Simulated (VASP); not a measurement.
# MgTe (P6_3mc) in VASP: elastic constants with LDA

Aim: the elastic constants of MgTe with LDA.

Everything below comes from runs of VASP 6.6.1. Logs are shortened: lines on timing, memory, paths and dates and some standing lists are left out, and cuts for length are marked.

## Step 1: The cell of the first run

The structure is hexagonal, space group P6_3mc (No. 186). Conventional cell: a = 4.509 Å, b = 4.509 Å, c = 7.337 Å, α = 90.00°, β = 90.00°, γ = 120.00°. Mg (site symmetry 3m) has 4 Te at 2.76 Å within 3.6 Å. Te (site symmetry 3m) has 4 Mg at 2.76 Å within 3.6 Å.

## Step 2: Elastic constants, LDA

Contents of INCAR:

```
SYSTEM = MgTe
PREC = Accurate ; ENCUT = 600
EDIFF = 1E-8 ; ISMEAR = 0
SIGMA = 0.01 ; LREAL = .False.
LASPH = .True. ; NELM = 120
ALGO = Normal ; ISIF = 3
LWAVE = .False. ; LCHARG = .True.
GGA = CA ; NBANDS = 16
IBRION = 6 ; NFREE = 2
POTIM = 0.015 ; NSW = 1
GGA_COMPAT = .False.
```

Contents of KPOINTS:

```
regular mesh
0
Gamma
  6 6 4
  0 0 0
```

Contents of POSCAR:

```
MgTe
1.0
    4.5092716902      0.0000000000      0.0000000000
   -2.2546358451      3.9051438363      0.0000000000
    0.0000000000      0.0000000000      7.3370234980
Mg Te
2 2
Direct
    0.3333333333      0.6666666667      0.0042638609
    0.6666666667      0.3333333333      0.5042638609
    0.3333333333      0.6666666667      0.3807361391
    0.6666666667      0.3333333333      0.8807361391
```

Potentials or basis: VASP PAW LDA potentials, release 64 (Mg, Te).

Launch:

```sh
> cat potpaw_LDA.64/Mg/POTCAR potpaw_LDA.64/Te/POTCAR > POTCAR
> mpirun -np 1 vasp_std > vasp.out
```

OUTCAR:

```text
SYSTEM = MgTe
   PREC = Accurate
   ENCUT = 600
   EDIFF = 1E-8
   ISMEAR = 0
   LREAL = .False.
   LASPH = .True.
   NELM = 120
   ISIF = 3
   GGA = CA
   IBRION = 6
   NFREE = 2
   POTIM = 0.015
   NSW = 1

 ion  position               nearest neighbor table
   1  0.333  0.667  0.004-   4 2.76   4 2.76   4 2.76   3 2.76
   2  0.667  0.333  0.504-   3 2.76   3 2.76   3 2.76   4 2.76
   3  0.333  0.667  0.381-   2 2.76   2 2.76   2 2.76   1 2.76
   4  0.667  0.333  0.881-   1 2.76   1 2.76   1 2.76   2 2.76

  LATTYP: Found a hexagonal cell.
 ALAT       =     4.5092716902
 C/A-ratio  =     1.6270972348

  Lattice vectors:

 A1 = (   4.5092716902,   0.0000000000,   0.0000000000)
 A2 = (  -2.2546358451,   3.9051438363,   0.0000000000)
 A3 = (   0.0000000000,   0.0000000000,   7.3370234980)

Analysis of symmetry for initial positions (statically):
=====================================================================
 Subroutine PRICEL returns:
 Original cell was already a primitive cell.

 Routine SETGRP: Setting up the symmetry group for a
 hexagonal supercell.

 Subroutine GETGRP returns: Found 12 space group operations
 (whereof  6 operations were pure point group operations)
 out of a pool of 24 trial point group operations.

The static configuration has the point symmetry C_3v.
 The point group associated with its full space group is C_6v.

Analysis of symmetry for dynamics (positions and initial velocities):
=====================================================================
 Subroutine PRICEL returns:
 Original cell was already a primitive cell.

 Routine SETGRP: Setting up the symmetry group for a
 hexagonal supercell.

 Subroutine GETGRP returns: Found 12 space group operations
 (whereof  6 operations were pure point group operations)
 out of a pool of 24 trial point group operations.

[... 344 lines left out ...]

 Free energy of the ion-electron system (eV)
  ---------------------------------------------------
  ext. energy  EPLUGINS =         0.00000000
  ---------------------------------------------------
  free energy    TOTEN  =       -14.61721355 eV

  energy without entropy =      -14.61721355  energy(sigma->0) =      -14.61721355

 E-fermi :   2.1424     XC(G=0):  -8.2949

 val. band max:        2.0573358589   @ k =   0.0000   0.0000   0.0000
 cond. band min:       4.5109322222   @ k =   0.0000   0.0000   0.0000
 fundamental gap:      2.4535963633
 Fermi energy:         2.1423901940

 k-point     1 :       0.0000    0.0000    0.0000
  band No.  band energies     occupation
      1      -8.3648      2.00000
      2      -7.7013      2.00000
      3      -1.3922      2.00000
      4       1.5445      2.00000
      5       1.5445      2.00000
      6       2.0505      2.00000
[... 476 lines left out ...]
  FREE ENERGIE OF THE ION-ELECTRON SYSTEM (eV)
  ---------------------------------------------------
  free  energy   TOTEN  =       -14.6172135530 eV

  energy  without entropy=      -14.6172135530  energy(sigma->0) =      -14.61721355

 INTERNAL STRAIN TENSORS FROM STRAINED CELLS
 ============================================

 INTERNAL STRAIN TENSOR FOR ION    1 for displacements in x,y,z  (eV/Angst):
          X           Y           Z          XY          YZ          ZX
  --------------------------------------------------------------------------------
  x     0.00000     0.00000    -0.00000    -4.68531     0.00000    -3.49154
  y    -4.69746     4.72245     0.00000    -0.00000    -3.48181     0.00002
  z    -3.38242    -3.38497     6.76121    -0.00010    -0.00876     0.00001

 INTERNAL STRAIN TENSORS FROM DISPLACED ATOMS
 ============================================

 INTERNAL STRAIN TENSOR FOR ION    1 for displacements in x,y,z  (eV/Angst):
          X           Y           Z          XY          YZ          ZX
  --------------------------------------------------------------------------------
  x     0.00000     0.00000     0.00000    -4.70306     0.00000    -3.49436
  y    -4.70306     4.70306     0.00000    -0.00000    -3.49436     0.00000
  z    -3.35552    -3.35552     6.80372    -0.00000     0.00000     0.00000

 INTERNAL STRAIN TENSOR FOR ION    4 for displacements in x,y,z  (eV/Angst):
          X           Y           Z          XY          YZ          ZX
  --------------------------------------------------------------------------------
  x     0.00000     0.00000     0.00000     5.48311     0.00000     3.48788
  y     5.48311    -5.48311    -0.00000     0.00000     3.48788    -0.00000
  z     3.37073     3.37073    -6.73792     0.00000     0.00000     0.00000

 Eigenvectors and eigenvalues of the dynamical matrix
 ----------------------------------------------------

   1 f  =    8.069573 THz    50.702621 2PiTHz  269.171973 cm-1    33.373056 meV
             X         Y         Z           dx          dy          dz
     -0.000000  2.603429  0.031284     0.000000    0.000000   -0.698787
      2.254636  1.301715  3.699796     0.000000    0.000000    0.698787
     -0.000000  2.603429  2.793470    -0.000000   -0.000000    0.108153
      2.254636  1.301715  6.461982     0.000000   -0.000000   -0.108153
[... 71 lines left out ...]
  12 f/i=    0.000598 THz     0.003755 2PiTHz    0.019933 cm-1     0.002471 meV
             X         Y         Z           dx          dy          dz
     -0.000000  2.603429  0.031284    -0.267824   -0.090783    0.000000
      2.254636  1.301715  3.699796    -0.267824   -0.090783    0.000000
     -0.000000  2.603429  2.793470    -0.613793   -0.208054    0.000000
      2.254636  1.301715  6.461982    -0.613793   -0.208054    0.000000

--------------------------------------------------------------------------------------------------------

 ELASTIC MODULI CONTR FROM IONIC RELAXATION (kBar)
 Direction    XX          YY          ZZ          XY          YZ          ZX
 --------------------------------------------------------------------------------
 XX        -218.4320     90.2387    129.0429      0.0000     -0.0000      0.0000
 YY          90.2387   -218.4320    129.0429      0.0000      0.0000     -0.0000
 ZZ         129.0429    129.0429   -259.7963     -0.0000     -0.0000     -0.0000
 XY           0.0000      0.0000     -0.0000   -154.3353      0.0000     -0.0000
 YZ           0.0000      0.0000     -0.0000      0.0000    -65.9979      0.0000
 ZX           0.0000     -0.0000     -0.0000     -0.0000      0.0000    -65.9979
 --------------------------------------------------------------------------------

 TOTAL ELASTIC MODULI (kBar)
 Direction    XX          YY          ZZ          XY          YZ          ZX
 --------------------------------------------------------------------------------
 XX         560.2129    333.0249    284.0413      0.0000     -0.0000      0.0000
 YY         333.0249    560.2129    284.0413      0.0000      0.0000     -0.0000
 ZZ         284.0413    284.0413    605.6077     -0.0000     -0.0000     -0.0000
 XY           0.0000      0.0000     -0.0000    113.5940      0.0000     -0.0000
 YZ           0.0000      0.0000     -0.0000      0.0000    100.7264      0.0000
 ZX           0.0000     -0.0000     -0.0000     -0.0000      0.0000    100.7264
 --------------------------------------------------------------------------------
```

OSZICAR:

```text
N       E                     dE             d eps       ncg     rms          rms(c)
DAV:   1     0.596900641386E+02    0.59690E+02   -0.58653E+03   672   0.869E+02
DAV:   2    -0.975921804848E+01   -0.69449E+02   -0.62174E+02   904   0.118E+02
DAV:   3    -0.149809764788E+02   -0.52218E+01   -0.51972E+01   888   0.355E+01
[... 244 lines left out ...]
DAV:   4    -0.146172139972E+02    0.18592E-04   -0.32230E-05   896   0.340E-02    0.892E-03
DAV:   5    -0.146172137178E+02    0.27942E-06   -0.67095E-06   912   0.127E-02    0.107E-02
DAV:   6    -0.146172135768E+02    0.14103E-06   -0.42874E-07  1024   0.380E-03    0.708E-03
DAV:   7    -0.146172135558E+02    0.20998E-07   -0.64017E-08  1056   0.152E-03    0.412E-03
DAV:   8    -0.146172135530E+02    0.27148E-08   -0.11779E-08   824   0.710E-04
  21 F= -.14617214E+02 E0= -.14617214E+02  d E =-.299347E-35
```

Wall time 32 min (1 thread of Oxide Virtual Turin-like, shared host); peak memory 0.43 GiB.

Results:

| Property | Result |
| --- | --- |
| Voigt bulk modulus | 39 GPa |
| Highest phonon frequency at Γ, LO-TO splitting left out | 269 cm⁻¹ |

Phonon frequencies in cm⁻¹ (negative: imaginary):
| q point | frequencies |
| --- | --- |
| (0.000, 0.000, 0.000) | 0 0 0 36 36 117 241 243 243 247 247 269 |

Elastic tensor in Voigt notation (GPa, in the Cartesian axes of the cell as first typed):
```
56 33 28  0  0  0
33 56 28  0  0  0
28 28 61  0  0  0
 0  0  0 10  0  0
 0  0  0  0 10  0
 0  0  0  0  0 11
```

Clamped-ion elastic tensor (GPa):
```
78 24 15  0  0  0
24 78 15  0  0  0
15 15 87  0  0  0
 0  0  0 17  0  0
 0  0  0  0 17  0
 0  0  0  0  0 27
```

Caveat: spin-orbit coupling is left out, which moves the levels of the heavy elements.
